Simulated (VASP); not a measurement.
# SnO2 (P4_2/mnm) in VASP: further runs

The runs below take SnO2 through single point, with PBEsol.

Program: VASP 6.6.1. These are calculated values, not measurements. Logs are shortened: lines on timing, memory, paths and dates and some standing lists are left out, and cuts for length are marked.

## 1. The cell of the first run

Symmetry: P4_2/mnm, No. 136, tetragonal system. Conventional cell: a = 4.697 Å, b = 4.697 Å, c = 3.249 Å, α = 90.00°, β = 90.00°, γ = 90.00°. Sn (site symmetry mmm) has 6 O at 2.04 to 2.07 Å within 2.7 Å. O (site symmetry m2m) has 3 Sn at 2.04 to 2.07 Å and 1 O at 2.57 Å within 2.7 Å.

## 2. Single point, PBEsol (biaxial strain in the a-b plane: -1.5 %, then relaxed in part)

INCAR reads:

```
PREC = Accurate
ENCUT = 520
EDIFF = 1E-7
ISMEAR = 0
SIGMA = 0.02
LREAL = False
LASPH = True
NELM = 60
ALGO = Normal
ISIF = 2
LWAVE = False
LCHARG = False
GGA = PS
NBANDS = 35
```

KPOINTS reads:

```
Automatic mesh
0
Gamma
  6 6 8
```

POSCAR reads:

```
SnO2
1.0
    4.6969135085      0.0000000000      0.0000000000
    0.0000000000      4.6969135085      0.0000000000
    0.0000000000      0.0000000000      3.2486920683
Sn O
2 4
Direct
    0.5000000000      0.5000000000      0.5000000000
    0.0000000000      0.0000000000      0.0000000000
    0.1934571686      0.8065428314      0.5000000000
    0.8065428314      0.1934571686      0.5000000000
    0.3065428314      0.3065428314      0.0000000000
    0.6934571686      0.6934571686      0.0000000000
```

Potentials or basis: VASP PAW PBE potentials, release 64 (Sn_d, O).

Command:

```console
$ cat potpaw_PBE.64/Sn_d/POTCAR potpaw_PBE.64/O/POTCAR > POTCAR
$ mpirun -np 1 vasp_std > vasp.out
```

OUTCAR:

```text
PREC = Accurate
   ENCUT = 520
   EDIFF = 1E-7
   ISMEAR = 0
   LREAL = False
   LASPH = True
   NELM = 60
   ISIF = 2
   GGA = PS

 ion  position               nearest neighbor table
   1  0.500  0.500  0.500-   3 2.04   4 2.04   5 2.07   6 2.07   5 2.07   6 2.07   2 3.70   2 3.70
                             2 3.70   2 3.70   2 3.70   2 3.70   2 3.70   2 3.70
   2  0.000  0.000  0.000-   5 2.04   6 2.04   3 2.07   4 2.07   3 2.07   4 2.07   1 3.70   1 3.70
                             1 3.70   1 3.70   1 3.70   1 3.70   1 3.70   1 3.70
   3  0.193  0.807  0.500-   1 2.04   2 2.07   2 2.07
   4  0.807  0.193  0.500-   1 2.04   2 2.07   2 2.07
   5  0.307  0.307  0.000-   2 2.04   1 2.07   1 2.07
   6  0.693  0.693  0.000-   2 2.04   1 2.07   1 2.07

  LATTYP: Found a simple tetragonal cell.
 ALAT       =     4.6969135085
 C/A-ratio  =     0.6916652952

  Lattice vectors:

 A1 = (   4.6969135085,   0.0000000000,   0.0000000000)
 A2 = (   0.0000000000,   4.6969135085,   0.0000000000)
 A3 = (   0.0000000000,   0.0000000000,   3.2486920683)

Analysis of symmetry for initial positions (statically):
=====================================================================
 Subroutine PRICEL returns:
 Original cell was already a primitive cell.

 Routine SETGRP: Setting up the symmetry group for a
 simple tetragonal supercell.

 Subroutine GETGRP returns: Found 16 space group operations
 (whereof  8 operations were pure point group operations)
 out of a pool of 16 trial point group operations.

The static configuration has the point symmetry D_2h.
 The point group associated with its full space group is D_4h.

Analysis of symmetry for dynamics (positions and initial velocities):
=====================================================================
 Subroutine PRICEL returns:
 Original cell was already a primitive cell.

 Routine SETGRP: Setting up the symmetry group for a
 simple tetragonal supercell.

 Subroutine GETGRP returns: Found 16 space group operations
 (whereof  8 operations were pure point group operations)
 out of a pool of 16 trial point group operations.

The dynamic configuration has the point symmetry D_2h.
 The point group associated with its full space group is D_4h.

 Subroutine INISYM returns: Found 16 space group operations
 (whereof  8 operations are pure point group operations),
 and found     1 'primitive' translations

----------------------------------------------------------------------------------------

                                     Primitive cell

  volume of cell :      71.6694

  direct lattice vectors                    reciprocal lattice vectors
     4.696913508  0.000000000  0.000000000     0.212905773  0.000000000  0.000000000
     0.000000000  4.696913508  0.000000000     0.000000000  0.212905773  0.000000000
     0.000000000  0.000000000  3.248692068     0.000000000  0.000000000  0.307816185

  length of vectors
     4.696913508  4.696913508  3.248692068     0.212905773  0.212905773  0.307816185

  position of ions in fractional coordinates (direct lattice)
     0.500000000  0.500000000  0.500000000
     0.000000000  0.000000000  0.000000000
     0.193457169  0.806542831  0.500000000
     0.806542831  0.193457169  0.500000000
     0.306542831  0.306542831  0.000000000
     0.693457169  0.693457169  0.000000000

  ion indices of the primitive-cell ions
   primitive index   ion index
                 1           1
                 2           2
                 3           3
                 4           4
                 5           5
                 6           6

----------------------------------------------------------------------------------------

 KPOINTS: Automatic mesh

Automatic generation of k-mesh.
 Grid dimensions read from file:
 generate k-points for:    6    6    8

 Generating k-lattice:

  Cartesian coordinates                     Fractional coordinates (reciprocal lattice)
     0.035484295  0.000000000  0.000000000     0.166666667  0.000000000  0.000000000
     0.000000000  0.035484295  0.000000000     0.000000000  0.166666667  0.000000000
     0.000000000  0.000000000  0.038477023     0.000000000  0.000000000  0.125000000

  Length of vectors
     0.035484295  0.035484295  0.038477023

  Shift w.r.t. Gamma in fractional coordinates (k-lattice)
     0.000000000  0.000000000  0.000000000

 Subroutine IBZKPT returns following result:
 ===========================================

 Found     50 irreducible k-points:

 Following reciprocal coordinates:
            Coordinates               Weight
  0.000000  0.000000  0.000000      1.000000
  0.166667  0.000000  0.000000      4.000000
  0.333333  0.000000  0.000000      4.000000
  0.500000  0.000000  0.000000      2.000000
  0.166667  0.166667  0.000000      4.000000
  0.333333  0.166667  0.000000      8.000000
[... 16 lines left out ...]
  0.333333  0.000000  0.250000      8.000000
  0.500000  0.000000  0.250000      4.000000
 [... further k-points ...]
   k-points           NKPTS =     50   k-points in BZ     NKDIM =     50   number of bands    NBANDS=     35
   number of dos      NEDOS =    301   number of ions     NIONS =      6
   total plane-waves  NPLWV =  31104
   dimension x,y,z NGX =    36 NGY =   36 NGZ =   24
   dimension x,y,z NGXF=    72 NGYF=   72 NGZF=   48
   ions per type =               2   4
   NGX,Y,Z   is equivalent  to a cutoff of  12.74, 12.74, 12.28 a.u.
   NGXF,Y,Z  is equivalent  to a cutoff of  25.48, 25.48, 24.56 a.u.
 SYSTEM =  unknown system
   PREC   = accura    normal or accurate (medium, high low for compatibility)
   ISTART =      0    job   : 0-new  1-cont  2-samecut
   ICHARG =      2    charge: 1-file 2-atom 10-const
   ISPIN  =      1    spin polarized calculation?
   LNONCOLLINEAR =      F non collinear calculations
   LSORBIT =      F    spin-orbit coupling
   LASPH  =      T    aspherical Exc in radial PAW
   ENCUT  =  520.0 eV  38.22 Ry    6.18 a.u.   8.73  8.73  6.04*2*pi/ulx,y,z
   NELM   =     60;   NELMIN=  2; NELMDL= -5     # of ELM steps
   EDIFF  = 0.1E-06   stopping-criterion for ELM
   LREAL  =      F    real-space projection
   EDIFFG = 0.1E-05   stopping-criterion for IOM
   NSW    =      0    number of steps for IOM
   IBRION =     -1    ionic relax: 0-MD 1-quasi-New 2-CG
   NFREE  =      0    steps in history (QN), initial steepest desc. (CG)
   ISIF   =      2    stress and relaxation
   ISYM   =      2    0-nonsym 1-usesym 2-fastsym
   POTIM  = 0.5000    time-step for ionic-motion
   TEBEG  =    0.0;   TEEND  =   0.0 temperature during run
   PSTRESS=    0.0 pullay stress
   NELECT =      52.0000    total number of electrons
   NUPDOWN=      -1.0000    fix difference up-down
   EMIN   =  10.00;   EMAX   =-10.00  energy-range for DOS
   EFERMI =   0.00;   METHOD = LEGACY
   ISMEAR =     0;   SIGMA  =   0.02  broadening in eV -4-tet -1-fermi 0-gaus
   EFERMI_NEDOS =   21; number of points for ismear=-14 and -15
   IALGO  =     38    algorithm
   IMIX   =      4    mixing-type and parameters
     AMIX     =   0.40;   BMIX     =  1.00
     AMIX_MAG =   1.60;   BMIX_MAG =  1.00
  volume/ion in A,a.u.               =      11.94        80.61
  Fermi-wavevector in a.u.,A,eV,Ry     =   1.471063  2.779907 29.443382  2.164027
  Thomas-Fermi vector in A             =   2.586245
   LORBIT       =      0    0 simple, 1 ext, 2 COOP (PROOUT), +10 PAW based schemes
   GGA     = PS    functional components
   LHFCALC =     F    Hartree Fock is set to
   AEXX    =    0.0000 exact exchange contribution
   IVDW    =     0    specifies the selected vdW correction
   LEPSILON=     F    determine dielectric tensor
   LRPA    =     F    only Hartree local field effects (RPA)
 non-spin polarized calculation
 Gauss-broadening in eV      SIGMA  =   0.02
  energy-cutoff  :      520.00
  volume of cell :       71.67
 maximum number of plane-waves:      1968
 NGX is ok and might be reduce to    36
   NGX = 17   NGY = 17   NGZ = 13

 number of electron      51.9999994 magnetization

 Free energy of the ion-electron system (eV)
  ---------------------------------------------------
  ext. energy  EPLUGINS =         0.00000000
  ---------------------------------------------------
  free energy    TOTEN  =       -39.63304214 eV

  energy without entropy =      -39.63304214  energy(sigma->0) =      -39.63304214

 E-fermi :   6.1965     XC(G=0): -11.5398

 val. band max:        6.0015410355   @ k =   0.0000   0.0000   0.0000
 cond. band min:       7.0554741220   @ k =   0.0000   0.0000   0.0000
 fundamental gap:      1.0539330865
 Fermi energy:         6.1964516854

 k-point     1 :       0.0000    0.0000    0.0000
  band No.  band energies     occupation
      1     -15.0129      2.00000
      2     -14.1777      2.00000
      3     -13.9630      2.00000
      4     -13.9389      2.00000
      5     -13.9389      2.00000
      6     -13.9163      2.00000
[... 27 lines left out ...]
     34      18.1761      0.00000
     35      18.5153      0.00000

 k-point     2 :       0.1667    0.0000    0.0000
  band No.  band energies     occupation
      1     -14.9682      2.00000
      2     -14.2278      2.00000
      3     -13.9639      2.00000
      4     -13.9507      2.00000
      5     -13.9368      2.00000
      6     -13.9367      2.00000
[... 27 lines left out ...]
     34      18.1813      0.00000
     35      18.4582      0.00000

 k-point     3 :       0.3333    0.0000    0.0000
  band No.  band energies     occupation
      1     -14.8382      2.00000
      2     -14.4049      2.00000
      3     -13.9758      2.00000
      4     -13.9673      2.00000
      5     -13.9324      2.00000
      6     -13.9321      2.00000
[... 27 lines left out ...]
     34      18.2585      0.00000
     35      18.4116      0.00000
[... 723 lines left out ...]
 k-point    23 :       0.3333    0.0000    0.2500
  band No.  band energies     occupation
      1     -14.7386      2.00000
      2     -14.5750      2.00000
      3     -14.2142      2.00000
      4     -13.9933      2.00000
      5     -13.8587      2.00000
      6     -13.8578      2.00000
[... 27 lines left out ...]
     34      18.0957      0.00000
     35      18.3336      0.00000

 k-point    24 :       0.5000    0.0000    0.2500
  band No.  band energies     occupation
      1     -14.6787      2.00000
      2     -14.6787      2.00000
      3     -14.0900      2.00000
      4     -14.0900      2.00000
      5     -13.8539      2.00000
      6     -13.8539      2.00000
[... 27 lines left out ...]
     34      18.3160      0.00000
     35      18.4163      0.00000

 [... further k-points ...]

------------------------ aborting loop because EDIFF is reached ----------------------------------------

  FORCE on cell =-STRESS in cart. coord.  units (eV):
  Direction    XX          YY          ZZ          XY          YZ          ZX
  --------------------------------------------------------------------------------------
  -------------------------------------------------------------------------------------
  Total        2.3216373      2.3216373      0.3898869      0.0000000      0.0000000      0.0000000
  in kB       51.9004698     51.9004698      8.7159661      0.0000000      0.0000000      0.0000000
  external PRESSURE =      37.5056352 kB  Pullay stress =       0.0000000 kB

 VOLUME and BASIS-vectors are now :
 -----------------------------------------------------------------------------
  energy-cutoff  :      520.00
  volume of cell :       71.67
      direct lattice vectors                 reciprocal lattice vectors
     4.696913508  0.000000000  0.000000000     0.212905773  0.000000000  0.000000000
     0.000000000  4.696913508  0.000000000     0.000000000  0.212905773  0.000000000
     0.000000000  0.000000000  3.248692068     0.000000000  0.000000000  0.307816185

 POSITION                                       TOTAL-FORCE (eV/Angst)
 -----------------------------------------------------------------------------------
      2.34846      2.34846      1.62435         0.000000     -0.000000      0.000000
      0.00000      0.00000      0.00000         0.000000     -0.000000      0.000000
      0.90865      3.78826      1.62435         0.006670     -0.006670      0.000000
      3.78826      0.90865      1.62435        -0.006670      0.006670     -0.000000
      1.43981      1.43981      0.00000        -0.006670     -0.006670      0.000000
      3.25711      3.25711      0.00000         0.006670      0.006670     -0.000000
 -----------------------------------------------------------------------------------
    total drift:                                0.000000      0.000000     -0.000000

  FREE ENERGIE OF THE ION-ELECTRON SYSTEM (eV)
  ---------------------------------------------------
  free  energy   TOTEN  =       -39.6330421362 eV

  energy  without entropy=      -39.6330421362  energy(sigma->0) =      -39.63304214
```

It took 72 s on 1 thread of AMD EPYC 9R45 (Zen 5), shared host; peak memory 0.2 GiB.

What came out:

- Free energy: -39.6330 eV
- Pressure: 3.8 GPa
- Largest force: 0.009 eV/Å
- Band gap on the k mesh: 1.05 eV

Forces on the atoms (eV/Å):
```
Sn   0.000  0.000  0.000
Sn   0.000  0.000  0.000
O    0.007 -0.007  0.000
O   -0.007  0.007  0.000
O   -0.007 -0.007  0.000
O    0.007  0.007  0.000
```

Stress tensor (GPa, compression positive):
```
5.19 0.00 0.00
0.00 5.19 0.00
0.00 0.00 0.87
```

Levels at points of the mesh, in eV from the valence-band top:
```csv
k point,band 22,band 23,band 24,band 25,band 26,band 27,band 28,band 29,band 30,band 31
"(0.00, 0.00, 0.00)",-1.31,-1.31,-0.76,-0.76,0.00,1.05,5.77,5.96,5.96,10.06
"(0.50, 0.00, 0.00)",-1.98,-1.26,-1.26,-0.62,-0.62,4.31,4.31,6.72,6.72,10.99
"(0.50, 0.50, 0.00)",-2.04,-1.40,-1.40,-0.85,-0.85,4.65,4.65,7.25,7.25,11.00
"(0.00, 0.00, 0.50)",-2.64,-1.70,-1.70,-1.26,-1.26,6.06,6.06,9.64,9.64,10.20
"(0.50, 0.00, 0.50)",-1.76,-1.09,-1.09,-0.65,-0.65,6.38,6.38,8.02,8.02,10.62
"(0.50, 0.50, 0.50)",-2.33,-0.95,-0.95,-0.79,-0.79,4.77,4.77,8.72,8.72,10.64
```

Caveat: the cell differs from its parent crystal (biaxial strain in the a-b plane: -1.5 %, then relaxed in part); the cell stands under pressure; the PAW data sets were made with another functional, which shifts forces and pressure a little; spin-orbit coupling is left out, which moves the levels of the heavy elements.

## 3. Single point, PBEsol

INCAR reads:

```
SYSTEM = SnO2
PREC = Accurate
ENCUT = 520
EDIFF = 1E-6
ISMEAR = 0
SIGMA = 0.02
LREAL = .FALSE.
LASPH = .TRUE.
NELM = 100
ALGO = Normal
ISIF = 2
LWAVE = .FALSE.
LCHARG = .FALSE.
GGA = PS
NBANDS = 35
```

KPOINTS reads:

```
regular mesh
0
G
  6 6 8
  0 0 0
```

POSCAR is that of step 2.

Potentials or basis: VASP PAW PBE potentials, release 64 (Sn_d, O).

Command:

```console
$ cat potpaw_PBE.64/Sn_d/POTCAR potpaw_PBE.64/O/POTCAR > POTCAR
$ mpirun -np 1 vasp_std > vasp.out
```

Wall time 69 s (1 thread of AMD EPYC 9R45 (Zen 5), shared host); peak memory 0.2 GiB.

It converged, with:

| Item | Value |
| --- | --- |
| Free energy | -39.6330 eV |
| Pressure | 3.8 GPa |
| Largest force | 0.010 eV/Å |
| Band gap on the k mesh | 1.05 eV |

Forces on the atoms (eV/Å):
```
Sn   0.000  0.000  0.000
Sn   0.000  0.000  0.000
O    0.007 -0.007  0.000
O   -0.007  0.007  0.000
O   -0.007 -0.007  0.000
O    0.007  0.007  0.000
```

Stress tensor (GPa, compression positive):
```
5.19 0.00 0.00
0.00 5.19 0.00
0.00 0.00 0.88
```

Levels at points of the mesh, in eV from the valence-band top:
```tsv
k point	band 24	band 25	band 26	band 27	band 28	band 29
(0.00, 0.00, 0.00)	-0.76	-0.76	0.00	1.05	5.77	5.96
(0.50, 0.00, 0.00)	-1.26	-0.62	-0.62	4.31	4.31	6.72
(0.50, 0.50, 0.00)	-1.40	-0.85	-0.85	4.65	4.65	7.25
(0.00, 0.00, 0.50)	-1.70	-1.26	-1.26	6.06	6.06	9.64
(0.50, 0.00, 0.50)	-1.09	-0.65	-0.65	6.38	6.38	8.02
(0.50, 0.50, 0.50)	-0.95	-0.79	-0.79	4.77	4.77	8.72
```

Caveat: the cell stands under pressure; the PAW data sets were made with another functional, which shifts forces and pressure a little; spin-orbit coupling is left out, which moves the levels of the heavy elements.
